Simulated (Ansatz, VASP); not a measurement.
**BN: VASP beside Ansatz**

The input INCAR:

```
PREC = Accurate
ENCUT = 600
EDIFF = 1E-6
ISMEAR = 1
SIGMA = 0.05
LREAL = F
LASPH = T
NELM = 120
ALGO = Normal
ISIF = 2
LWAVE = F
LCHARG = F
GGA = PS
NBANDS = 11
GGA_COMPAT = F
```

The input KPOINTS:

```
Automatic mesh
0
Gamma
  6 6 4
```

File POSCAR:

```
BN
1.0
    2.5080410000      0.0000000000      0.0000000000
   -1.2467110000      2.1762310000      0.0000000000
   -0.6306650000     -1.0881160000      3.0225400000
B N
1 1
Direct
    0.9796430000      0.9834990000      0.0018060000
    0.6685060000      0.3323850000      0.9849990000
```

Input for Ansatz:

```yaml
crystal:
  lattice:
    - [2.508041, 0.0, 0.0]
    - [-1.246711, 2.176231, 0.0]
    - [-0.630665, -1.088116, 3.02254]
  atoms:
    - { symbol: B, position: [0.979643, 0.983499, 0.001806] }
    - { symbol: "N", position: [0.668506, 0.332385, 0.984999] }
basis:
  ecutwfc: 420.0
kpoints:
  mp_grid:
    grid: [6, 6, 4]
hamiltonian:
  xc: pbesol
scf:
  convergence:
    dr2_threshold: 1.0e-10
  occupations:
    method: cold
    width: 0.05
output:
  eigenvalues: true
```

Alike in both runs: task single point; functional PBEsol; k mesh 6 × 6 × 4; no spin polarisation.

```csv
,VASP,Ansatz
version,VASP 6.6.1,Ansatz 0.2.0
potentials or method,"VASP PAW PBE potentials, release 64 (B, N), cutoff 600 eV","plane waves, PAW"
occupations,"methfessel-paxton of order 1, width 0.05 eV","cold, width 0.05 eV"
valence electrons in the cell,8,8
```

```tsv
	VASP	Ansatz	Ansatz less VASP
gap on the k mesh at the Fermi level (eV)	2.86	2.87	+0.012
```

VASP's potentials were made for PBE, not for PBEsol.

The k mesh is coarse, so the values compare programs but aren't converged.
